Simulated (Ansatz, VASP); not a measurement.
One calculation of Lu, two programs

Contents of INCAR:

```
ALGO     = Normal         # electronic algorithm
EDIFF    = 1E-6           # SCF threshold, eV
ENCUT    = 520            # plane-wave cutoff, eV
GGA      = PE             # functional
ISIF     = 2              # what is computed and relaxed
ISMEAR   = -1             # smearing method
LASPH    = True           # aspherical terms in the spheres
LCHARG   = False          # write CHGCAR
LREAL    = False          # projectors in reciprocal space
LWAVE    = False          # write WAVECAR
NBANDS   = 18             # bands
NELM     = 100            # most SCF steps
PREC     = Accurate       # precision mode
SIGMA    = 0.1            # smearing width, eV
```

File KPOINTS:

```
k-points
0
Gamma
  13 13 13
```

The input POSCAR:

```
Lu
1.0
   -1.9762604588      1.9762604588      1.9762604588
    1.9762604588     -1.9762604588      1.9762604588
    1.9762604588      1.9762604588     -1.9762604588
Lu
1
Direct
    0.0000000000      0.0000000000      0.0000000000
```

Input for Ansatz:

```yaml
crystal:
  lattice:
    - [-1.9762604588, 1.9762604588, 1.9762604588]
    - [1.9762604588, -1.9762604588, 1.9762604588]
    - [1.9762604588, 1.9762604588, -1.9762604588]
  atoms:
    - { symbol: Lu, position: [0.0, 0.0, 0.0] }
hamiltonian:
  xc: pbe
  pseudopotentials:
    kind: paw
    azcp:
      Lu: "pseudopotentials/Lu.paw.azcp"
basis:
  ecutwfc: 420
  fft_grid_basis: typed
kpoints:
  mp_grid: { grid: [13, 13, 13], shift: [0, 0, 0] }
magnetization:
  spin_polarized: false
scf:
  occupations: { method: fermi_dirac, width: 0.1 }
  lower_state_search: "off"
output:
  stress: true
```

Alike in both runs: task single point; functional PBE; k mesh 13 × 13 × 13; occupations fermi-dirac, width 0.1 eV; no spin polarisation.

|  | VASP | Ansatz |
| --- | --- | --- |
| version | VASP 6.6.1 | Ansatz 0.2.0 |
| potentials or method | VASP PAW PBE potentials, release 64 (Lu), cutoff 520 eV | plane waves (420 eV) with PAW, scalar-relativistic |
| valence electrons in the cell | 25 | 25 |

Ansatz gave:

* pressure (GPa): -1.6

Question: Estimate VASP's values.

Answer: Pressure (GPa): -1.5.

Spin-orbit coupling is off throughout.
